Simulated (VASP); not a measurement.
# Ti2C (R-3m) in VASP: notebook

The runs below take Ti2C through single point, with PBEsol.

Program: VASP 6.6.1. These are calculated values, not measurements. Logs are shortened: lines on timing, memory, paths and dates and some standing lists are left out, and cuts for length are marked.

**1. The cell of the first run**

It takes space group R-3m (No. 166, trigonal). Conventional cell: a = 2.992 Å, b = 2.992 Å, c = 14.490 Å, α = 90.00°, β = 90.00°, γ = 120.00°. Within 2.7 Å of Ti (site symmetry 3m) lie 3 C at 2.08 Å. Within 2.7 Å of C (site symmetry -3m) lie 6 Ti at 2.08 Å.

**2. Single point, PBEsol (biaxial strain in the a-b plane: -2.0 %)**

File INCAR:

```
PREC = Accurate ; ENCUT = 520
EDIFF = 1E-6 ; ISMEAR = 0
SIGMA = 0.1 ; LREAL = False
LASPH = True ; NELM = 80
ALGO = Normal ; ISIF = 2
LWAVE = False ; LCHARG = False
GGA = PS ; NBANDS = 52
```

File KPOINTS:

```
Automatic mesh
0
Gamma
  12 12 4
```

File POSCAR:

```
Ti2C
1.0
    2.9917510478      0.0000000000      0.0000000000
   -1.4958755239      2.5909324092      0.0000000000
    0.0000000000      0.0000000000     14.4900475604
Ti C
6 3
Direct
    0.3333333333      0.6666666667      0.9127917831
    0.0000000000      0.0000000000      0.7538748836
    0.0000000000      0.0000000000      0.2461251164
    0.6666666667      0.3333333333      0.0872082169
    0.6666666667      0.3333333333      0.5794584497
    0.3333333333      0.6666666667      0.4205415503
    0.6666666667      0.3333333333      0.8333333333
    0.3333333333      0.6666666667      0.1666666667
    0.0000000000      0.0000000000      0.5000000000
```

Potentials or basis: VASP PAW PBE potentials, release 64 (Ti_sv, C).

Started as:

```console
$ cat potpaw_PBE.64/Ti_sv/POTCAR potpaw_PBE.64/C/POTCAR > POTCAR
$ mpirun -np 1 vasp_std > vasp.out
```

OUTCAR:

```text
PREC = Accurate
   ENCUT = 520
   EDIFF = 1E-6
   ISMEAR = 0
   LREAL = False
   LASPH = True
   NELM = 80
   ISIF = 2
   GGA = PS

 ion  position               nearest neighbor table
   1  0.333  0.667  0.913-   7 2.08   7 2.08   7 2.08   2 2.88   2 2.88   2 2.88
   2  0.000  0.000  0.754-   7 2.08   7 2.08   7 2.08   1 2.88   1 2.88   1 2.88
   3  0.000  0.000  0.246-   8 2.08   8 2.08   8 2.08   4 2.88   4 2.88   4 2.88
   4  0.667  0.333  0.087-   8 2.08   8 2.08   8 2.08   3 2.88   3 2.88   3 2.88
   5  0.667  0.333  0.579-   9 2.08   9 2.08   9 2.08   6 2.88   6 2.88   6 2.88
   6  0.333  0.667  0.421-   9 2.08   9 2.08   9 2.08   5 2.88   5 2.88   5 2.88
   7  0.667  0.333  0.833-   2 2.08   2 2.08   2 2.08   1 2.08   1 2.08   1 2.08
   8  0.333  0.667  0.167-   3 2.08   3 2.08   3 2.08   4 2.08   4 2.08   4 2.08
   9  0.000  0.000  0.500-   5 2.08   6 2.08   5 2.08   6 2.08   5 2.08   6 2.08

  LATTYP: Found a hexagonal cell.
 ALAT       =     2.9917510478
 C/A-ratio  =     4.8433333285

  Lattice vectors:

 A1 = (   2.9917510478,   0.0000000000,   0.0000000000)
 A2 = (  -1.4958755239,   2.5909324092,   0.0000000000)
 A3 = (   0.0000000000,   0.0000000000,  14.4900475604)

Analysis of symmetry for initial positions (statically):
=====================================================================
 Subroutine PRICEL returns following result:

  LATTYP: Found a trigonal (rhomboedric) cell.
 ALAT       =     5.1295787286
 COS(alpha) =     0.8299183310

  Lattice vectors:

 A1 = (   1.4958755242,  -0.8636441366,  -4.8300158544)
 A2 = (  -1.4958755245,  -0.8636441361,  -4.8300158515)
 A3 = (   0.0000000003,   1.7272882726,  -4.8300158544)

   3 primitive cells build up your supercell.

 Routine SETGRP: Setting up the symmetry group for a
 hexagonal supercell.

 Subroutine GETGRP returns: Found 12 space group operations
 (whereof 12 operations were pure point group operations)
 out of a pool of 24 trial point group operations.

The static configuration has the point symmetry D_3d.

Analysis of symmetry for dynamics (positions and initial velocities):
=====================================================================
 Subroutine PRICEL returns following result:

  LATTYP: Found a trigonal (rhomboedric) cell.
 ALAT       =     5.1295787286
 COS(alpha) =     0.8299183310

  Lattice vectors:

 A1 = (   1.4958755242,  -0.8636441366,  -4.8300158544)
 A2 = (  -1.4958755245,  -0.8636441361,  -4.8300158515)
 A3 = (   0.0000000003,   1.7272882726,  -4.8300158544)

   3 primitive cells build up your supercell.

 Routine SETGRP: Setting up the symmetry group for a
 hexagonal supercell.

 Subroutine GETGRP returns: Found 12 space group operations
 (whereof 12 operations were pure point group operations)
 out of a pool of 24 trial point group operations.

The dynamic configuration has the point symmetry D_3d.

 Subroutine INISYM returns: Found 12 space group operations
 (whereof 12 operations are pure point group operations),
 and found     3 'primitive' translations

----------------------------------------------------------------------------------------

                                     Primitive cell

  volume of cell :      37.4395

  direct lattice vectors                    reciprocal lattice vectors
     1.495875524 -0.863644137 -4.830015854     0.334252411 -0.192980719 -0.069012886
    -1.495875524 -0.863644136 -4.830015852    -0.334252411 -0.192980719 -0.069012886
     0.000000000  1.727288273 -4.830015854    -0.000000000  0.385961439 -0.069012886

  length of vectors
     5.129578729  5.129578726  5.129578728     0.392082913  0.392082913  0.392082913

  position of ions in fractional coordinates (direct lattice)
     0.753874883  0.753874884  0.753874884
     0.246125116  0.246125116  0.246125116
     0.500000000  0.500000000  0.500000000

  ion indices of the primitive-cell ions
   primitive index   ion index
                 1           1
                 2           6
                 3           8

----------------------------------------------------------------------------------------

 KPOINTS: Automatic mesh

Automatic generation of k-mesh.
 Grid dimensions read from file:
 generate k-points for:   12   12    4

 Generating k-lattice:

  Cartesian coordinates                     Fractional coordinates (reciprocal lattice)
     0.027854368  0.016081727  0.000000000     0.083333333  0.000000000  0.000000000
     0.000000000  0.032163453  0.000000000     0.000000000  0.083333333  0.000000000
     0.000000000  0.000000000  0.017253221     0.000000000  0.000000000  0.250000000

  Length of vectors
     0.032163453  0.032163453  0.017253221

  Shift w.r.t. Gamma in fractional coordinates (k-lattice)
     0.000000000  0.000000000  0.000000000

 Subroutine IBZKPT returns following result:
 ===========================================

 Found     69 irreducible k-points:

 Following reciprocal coordinates:
            Coordinates               Weight
  0.000000  0.000000  0.000000      1.000000
  0.083333  0.000000  0.000000      6.000000
  0.166667  0.000000  0.000000      6.000000
  0.250000  0.000000  0.000000      6.000000
  0.333333  0.000000  0.000000      6.000000
  0.416667  0.000000  0.000000      6.000000
[... 16 lines left out ...]
  0.166667  0.000000  0.250000      6.000000
  0.000000  0.166667  0.250000      6.000000
 [... further k-points ...]
   k-points           NKPTS =     69   k-points in BZ     NKDIM =     69   number of bands    NBANDS=     52
   number of dos      NEDOS =    301   number of ions     NIONS =      9
   total plane-waves  NPLWV =  62208
   dimension x,y,z NGX =    24 NGY =   24 NGZ =  108
   dimension x,y,z NGXF=    48 NGYF=   48 NGZF=  216
   ions per type =               6   3
   NGX,Y,Z   is equivalent  to a cutoff of  13.34, 13.34, 12.39 a.u.
   NGXF,Y,Z  is equivalent  to a cutoff of  26.67, 26.67, 24.78 a.u.
 SYSTEM =  unknown system
   PREC   = accura    normal or accurate (medium, high low for compatibility)
   ISTART =      0    job   : 0-new  1-cont  2-samecut
   ICHARG =      2    charge: 1-file 2-atom 10-const
   ISPIN  =      1    spin polarized calculation?
   LNONCOLLINEAR =      F non collinear calculations
   LSORBIT =      F    spin-orbit coupling
   LASPH  =      T    aspherical Exc in radial PAW
   ENCUT  =  520.0 eV  38.22 Ry    6.18 a.u.   5.56  5.56 26.94*2*pi/ulx,y,z
   NELM   =     80;   NELMIN=  2; NELMDL= -5     # of ELM steps
   EDIFF  = 0.1E-05   stopping-criterion for ELM
   LREAL  =      F    real-space projection
[... 7 lines left out ...]
   TEBEG  =    0.0;   TEEND  =   0.0 temperature during run
   PSTRESS=    0.0 pullay stress
   NELECT =      84.0000    total number of electrons
   NUPDOWN=      -1.0000    fix difference up-down
   EMIN   =  10.00;   EMAX   =-10.00  energy-range for DOS
   EFERMI =   0.00;   METHOD = LEGACY
   ISMEAR =     0;   SIGMA  =   0.10  broadening in eV -4-tet -1-fermi 0-gaus
   EFERMI_NEDOS =   21; number of points for ismear=-14 and -15
   IALGO  =     38    algorithm
   IMIX   =      4    mixing-type and parameters
     AMIX     =   0.40;   BMIX     =  1.00
     AMIX_MAG =   1.60;   BMIX_MAG =  1.00
  volume/ion in A,a.u.               =      12.48        84.22
  Fermi-wavevector in a.u.,A,eV,Ry     =   1.485995  2.808124 30.044146  2.208182
  Thomas-Fermi vector in A             =   2.599337
   LORBIT       =      0    0 simple, 1 ext, 2 COOP (PROOUT), +10 PAW based schemes
   GGA     = PS    functional components
   LHFCALC =     F    Hartree Fock is set to
   AEXX    =    0.0000 exact exchange contribution
   IVDW    =     0    specifies the selected vdW correction
   LEPSILON=     F    determine dielectric tensor
   LRPA    =     F    only Hartree local field effects (RPA)
 non-spin polarized calculation
 Gauss-broadening in eV      SIGMA  =   0.10
  energy-cutoff  :      520.00
  volume of cell :      112.32
 maximum number of plane-waves:      3077
 NGX is ok and might be reduce to    24
   NGX = 11   NGY = 11   NGZ = 53

 number of electron      84.0000014 magnetization

 Free energy of the ion-electron system (eV)
  ---------------------------------------------------
  ext. energy  EPLUGINS =         0.00000000
  ---------------------------------------------------
  free energy    TOTEN  =       -85.17547425 eV

  energy without entropy =      -85.15119937  energy(sigma->0) =      -85.16333681

 E-fermi :   8.8552     XC(G=0): -12.2435

 val. band max:        8.8522261243   @ k =   0.1667   0.0000   0.5000
 cond. band min:       8.8812238189   @ k =   0.1667   0.1667   0.0000
 fundamental gap:      0.0289976946
 Fermi energy:         8.8552304799

 k-point     1 :       0.0000    0.0000    0.0000
  band No.  band energies     occupation
      1     -47.5274      2.00000
      2     -47.5058      2.00000
      3     -47.5058      2.00000
      4     -47.4358      2.00000
      5     -47.4358      2.00000
      6     -47.4138      2.00000
[... 44 lines left out ...]
     51      10.6852      0.00000
     52      10.7092      0.00000

 k-point     2 :       0.0833    0.0000    0.0000
  band No.  band energies     occupation
      1     -47.5214      2.00000
      2     -47.5005      2.00000
      3     -47.5004      2.00000
      4     -47.4326      2.00000
      5     -47.4325      2.00000
      6     -47.4112      2.00000
[... 44 lines left out ...]
     51      10.6374      0.00000
     52      10.9125      0.00000

 k-point     3 :       0.1667    0.0000    0.0000
  band No.  band energies     occupation
      1     -47.5047      2.00000
      2     -47.4861      2.00000
      3     -47.4852      2.00000
      4     -47.4243      2.00000
      5     -47.4234      2.00000
      6     -47.4045      2.00000
[... 44 lines left out ...]
     51      10.4751      0.00000
     52      10.9542      0.00000
[... 1046 lines left out ...]
 k-point    23 :       0.1667    0.0000    0.2500
  band No.  band energies     occupation
      1     -47.5032      2.00000
      2     -47.4935      2.00000
      3     -47.4784      2.00000
      4     -47.4312      2.00000
      5     -47.4159      2.00000
      6     -47.4061      2.00000
[... 44 lines left out ...]
     51      10.5643      0.00000
     52      10.7622      0.00000

 k-point    24 :       0.0000    0.1667    0.2500
  band No.  band energies     occupation
      1     -47.5035      2.00000
      2     -47.4927      2.00000
      3     -47.4791      2.00000
      4     -47.4305      2.00000
      5     -47.4167      2.00000
      6     -47.4057      2.00000
[... 44 lines left out ...]
     51      10.4706      0.00000
     52      10.8418      0.00000

 [... further k-points ...]

------------------------ aborting loop because EDIFF is reached ----------------------------------------

  FORCE on cell =-STRESS in cart. coord.  units (eV):
  Direction    XX          YY          ZZ          XY          YZ          ZX
  --------------------------------------------------------------------------------------
  -------------------------------------------------------------------------------------
  Total        5.7963795      5.7963795      0.5722673     -0.0000000      0.0000000      0.0000000
  in kB       82.6829667     82.6829667      8.1631580     -0.0000000      0.0000000      0.0000000
  external PRESSURE =      57.8430305 kB  Pullay stress =       0.0000000 kB

 VOLUME and BASIS-vectors are now :
 -----------------------------------------------------------------------------
  energy-cutoff  :      520.00
  volume of cell :      112.32
      direct lattice vectors                 reciprocal lattice vectors
     2.991751048  0.000000000  0.000000000     0.334252411  0.192980719  0.000000000
    -1.495875524  2.590932409  0.000000000     0.000000000  0.385961439  0.000000000
     0.000000000  0.000000000 14.490047560     0.000000000  0.000000000  0.069012886

 POSITION                                       TOTAL-FORCE (eV/Angst)
 -----------------------------------------------------------------------------------
     -0.00000      1.72729     13.22640         0.000000     -0.000000      0.125783
      0.00000      0.00000     10.92368        -0.000000      0.000000     -0.125783
      0.00000      0.00000      3.56636         0.000000     -0.000000      0.125783
      1.49588      0.86364      1.26365        -0.000000      0.000000     -0.125783
      1.49588      0.86364      8.39638         0.000000     -0.000000      0.125783
     -0.00000      1.72729      6.09367        -0.000000      0.000000     -0.125783
      1.49588      0.86364     12.07504        -0.000000     -0.000000      0.000000
     -0.00000      1.72729      2.41501        -0.000000     -0.000000      0.000000
      0.00000      0.00000      7.24502        -0.000000     -0.000000      0.000000
 -----------------------------------------------------------------------------------
    total drift:                               -0.000000      0.000000      0.000000

  FREE ENERGIE OF THE ION-ELECTRON SYSTEM (eV)
  ---------------------------------------------------
  free  energy   TOTEN  =       -85.1754742525 eV

  energy  without entropy=      -85.1511993710  energy(sigma->0) =      -85.16333681
```

It took 3.6 min on 1 thread of Intel Xeon 6975P-C (Granite Rapids), shared host; peak memory 0.43 GiB.

Results:

| Quantity | Value |
| --- | --- |
| Free energy | -85.1755 eV |
| Pressure | 5.8 GPa |
| Largest force | 0.126 eV/Å |
| Band gap on the k mesh | zero (bands 42 and 43 overlap by 1.01 eV) |

Forces in eV/Å, atoms in the order of the input:
```
Ti   0.000  0.000  0.126
Ti   0.000  0.000 -0.126
Ti   0.000  0.000  0.126
Ti   0.000  0.000 -0.126
Ti   0.000  0.000  0.126
Ti   0.000  0.000 -0.126
C    0.000  0.000  0.000
C    0.000  0.000  0.000
C    0.000  0.000  0.000
```

Caveat: the cell differs from its parent crystal (biaxial strain in the a-b plane: -2.0 %); the cell stands under pressure; the PAW data sets were made with another functional, which shifts forces and pressure a little.

**3. Single point, PBEsol (biaxial strain in the a-b plane: -1.0 %, then relaxed in part)**

File INCAR:

```
SYSTEM = Ti2C
PREC = Accurate
ENCUT = 520
EDIFF = 1E-7
ISMEAR = 0
SIGMA = 0.1
LREAL = .False.
LASPH = .True.
NELM = 100
ALGO = Normal
ISIF = 2
LWAVE = .False.
LCHARG = .False.
GGA = PS
NBANDS = 52
```

File KPOINTS:

```
Automatic mesh
0
Gamma
  12 12 4
  0 0 0
```

Edit POSCAR of step 2 so:

```diff
@@ -2,5 +2,5 @@
 1.0
-    2.9917510478      0.0000000000      0.0000000000
-   -1.4958755239      2.5909324092      0.0000000000
-    0.0000000000      0.0000000000     14.4900475604
+    3.0222791198      0.0000000000      0.0000000000
+   -1.5111395599      2.6173704950      0.0000000000
+    0.0000000000      0.0000000000     14.4036221689
 Ti C
```

Potentials or basis: VASP PAW PBE potentials, release 64 (Ti_sv, C).

Started as:

```console
$ cat potpaw_PBE.64/Ti_sv/POTCAR potpaw_PBE.64/C/POTCAR > POTCAR
$ mpirun -np 1 vasp_std > vasp.out
```

Run time: 3.9 min. Hardware: 1 thread of Intel Xeon 6975P-C (Granite Rapids), shared host; peak memory 0.43 GiB.

The run converged. Its results:

| Property | Result |
| --- | --- |
| Free energy | -85.2609 eV |
| Pressure | 2.6 GPa |
| Largest force | 0.027 eV/Å |
| Band gap on the k mesh | zero (bands 42 and 43 overlap by 1.01 eV) |

Forces in eV/Å, atoms in the order of the input:
```
Ti   0.000  0.000  0.027
Ti   0.000  0.000 -0.027
Ti   0.000  0.000  0.027
Ti   0.000  0.000 -0.027
Ti   0.000  0.000  0.027
Ti   0.000  0.000 -0.027
C    0.000  0.000  0.000
C    0.000  0.000  0.000
C    0.000  0.000  0.000
```

Stress tensor (GPa, compression positive):
```
3.90 0.00 0.00
0.00 3.90 0.00
0.00 0.00 0.12
```

Levels at points of the mesh, in eV from the Fermi level:
| k point | band 39 | band 40 | band 41 | band 42 | band 43 | band 44 | band 45 | band 46 |
| --- | --- | --- | --- | --- | --- | --- | --- | --- |
| (0.00, 0.00, 0.00) | -1.30 | 0.30 | 0.30 | 0.57 | 0.57 | 0.83 | 0.83 | 0.83 |
| (0.50, 0.00, 0.00) | -1.47 | -0.95 | -0.95 | -0.87 | 0.34 | 0.34 | 0.93 | 2.11 |
| (0.00, 0.00, 0.50) | -0.94 | -0.02 | 0.65 | 0.65 | 0.65 | 0.65 | 0.72 | 0.72 |
| (0.50, 0.00, 0.50) | -1.38 | -0.99 | -0.89 | -0.89 | 0.17 | 0.72 | 0.72 | 1.92 |

Caveat: the cell differs from its parent crystal (biaxial strain in the a-b plane: -1.0 %, then relaxed in part); the PAW data sets were made with another functional, which shifts forces and pressure a little.

**4. Single point, PBEsol (biaxial strain in the a-b plane: -1.0 %)**

File INCAR:

```
SYSTEM = Ti2C
PREC     = Accurate       ! precision mode
ENCUT    = 520            ! plane-wave cutoff, eV
EDIFF    = 1E-6           ! SCF threshold, eV
ISMEAR   = 0              ! smearing method
SIGMA    = 0.1            ! smearing width, eV
LREAL    = .False.        ! projectors in reciprocal space
LASPH    = .True.         ! aspherical terms in the spheres
NELM     = 80             ! most SCF steps
ALGO     = Normal         ! electronic algorithm
ISIF     = 2              ! what is computed and relaxed
LWAVE    = .False.        ! write WAVECAR
LCHARG   = .False.        ! write CHGCAR
GGA      = PS             ! functional
NBANDS   = 52             ! bands
```

File KPOINTS:

```
regular mesh
0
Gamma
  12 12 4
  0 0 0
```

File POSCAR:

```
Ti2C
1.0
    3.0222791198      0.0000000000      0.0000000000
   -1.5111395599      2.6173704950      0.0000000000
    0.0000000000      0.0000000000     14.4041381875
Ti C
6 3
Direct
    0.3333333333      0.6666666667      0.9124846774
    0.0000000000      0.0000000000      0.7541819893
    0.0000000000      0.0000000000      0.2458180107
    0.6666666667      0.3333333333      0.0875153226
    0.6666666667      0.3333333333      0.5791513441
    0.3333333333      0.6666666667      0.4208486559
    0.6666666667      0.3333333333      0.8333333333
    0.3333333333      0.6666666667      0.1666666667
    0.0000000000      0.0000000000      0.5000000000
```

Started as:

```console
$ cat potpaw_PBE.64/Ti_sv/POTCAR potpaw_PBE.64/C/POTCAR > POTCAR
$ mpirun -np 1 vasp_std > vasp.out
```

It took 3.7 min on 1 thread of Intel Xeon 6975P-C (Granite Rapids), shared host; peak memory 0.43 GiB.

Results (log left out):

- Free energy: -85.2590 eV
- Pressure: 3.1 GPa
- Largest force: 0.119 eV/Å
- Band gap on the k mesh: zero (bands 42 and 43 overlap by 1.01 eV)

Forces in eV/Å, atoms in the order of the input:
```
Ti   0.000  0.000  0.119
Ti   0.000  0.000 -0.119
Ti   0.000  0.000  0.119
Ti   0.000  0.000 -0.119
Ti   0.000  0.000  0.119
Ti   0.000  0.000 -0.119
C    0.000  0.000  0.000
C    0.000  0.000  0.000
C    0.000  0.000  0.000
```

Stress tensor (GPa, compression positive):
```
4.27 0.00 0.00
0.00 4.27 0.00
0.00 0.00 0.70
```

Levels at points of the mesh, in eV from the Fermi level:
```tsv
k point	band 38	band 39	band 40	band 41	band 42	band 43	band 44	band 45	band 46	band 47
(0.00, 0.00, 0.00)	-1.31	-1.31	0.32	0.32	0.56	0.56	0.83	0.83	0.83	0.83
(0.50, 0.00, 0.00)	-1.47	-1.47	-0.94	-0.94	-0.86	0.33	0.33	0.93	2.12	2.12
(0.00, 0.00, 0.50)	-1.83	-0.96	0.01	0.65	0.65	0.65	0.65	0.73	0.73	0.90
(0.50, 0.00, 0.50)	-1.67	-1.38	-0.98	-0.88	-0.88	0.16	0.72	0.72	1.94	2.51
```

Caveat: the cell differs from its parent crystal (biaxial strain in the a-b plane: -1.0 %); the cell stands under pressure; the PAW data sets were made with another functional, which shifts forces and pressure a little.

(Part 1 of 2 ends here.)
